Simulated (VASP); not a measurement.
## GaB3As4: single point with r2SCAN

The system is GaB3As4.

```
B As Ga
1.0
     5.02100    0.00000    0.00000
     0.00000    5.02100    0.00000
     0.00000    0.00000    5.02100
B As Ga
3 4 1
Direct
  0.50000 0.00000 0.00000
  0.00000 0.50000 0.00000
  0.00000 0.00000 0.50000
  0.76568 0.23432 0.23432
  0.23432 0.76568 0.23432
  0.23432 0.23432 0.76568
  0.76568 0.76568 0.76568
  0.50000 0.50000 0.50000
```

```yaml
Program: VASP 6.6.1
Task: single point
Functional: r2SCAN
Potentials_or_basis: VASP PAW PBE potentials, release 64 (B, As, Ga_d)
Cutoff: 520 eV
k_mesh: 4 × 4 × 4
Occupations: fermi-dirac, width 0.02 eV
Spin: no spin polarisation
```

```
Pressure               : 0.1 GPa
Band gap on the k mesh : 0.72 eV, direct
```

Forces in eV/Å, atoms in the order of the input:
```
B    0.000  0.000  0.000
B    0.000  0.000  0.000
B    0.000  0.000  0.000
As   0.002 -0.002 -0.002
As  -0.002  0.002 -0.002
As  -0.002 -0.002  0.002
As   0.002  0.002  0.002
Ga   0.000  0.000  0.000
```

Levels at points of the mesh, in eV from the valence-band top:
| k point | band 18 | band 19 | band 20 | band 21 | band 22 | band 23 | band 24 | band 25 |
| --- | --- | --- | --- | --- | --- | --- | --- | --- |
| (0.00, 0.00, 0.00) | -4.04 | 0.00 | 0.00 | 0.00 | 0.72 | 1.26 | 1.26 | 1.26 |
| (0.50, 0.00, 0.00) | -3.20 | -3.20 | -2.09 | -2.09 | 1.40 | 1.80 | 3.56 | 4.52 |
| (0.50, 0.50, 0.00) | -2.92 | -2.17 | -1.53 | -1.53 | 2.76 | 2.76 | 3.64 | 3.64 |
| (0.50, 0.50, 0.50) | -2.16 | -1.15 | -1.15 | -1.15 | 1.68 | 1.68 | 1.68 | 2.81 |

Wall time 65 s on 1 thread of Intel(R) Xeon(R) 6975P-C (Granite Rapids), with other jobs on the host, peak memory 0.26 GiB.

Caveat: the PAW data sets were made with another functional, which shifts forces and pressure a little. r2SCAN opens gaps a little over a GGA but as a rule still falls short of measured ones.
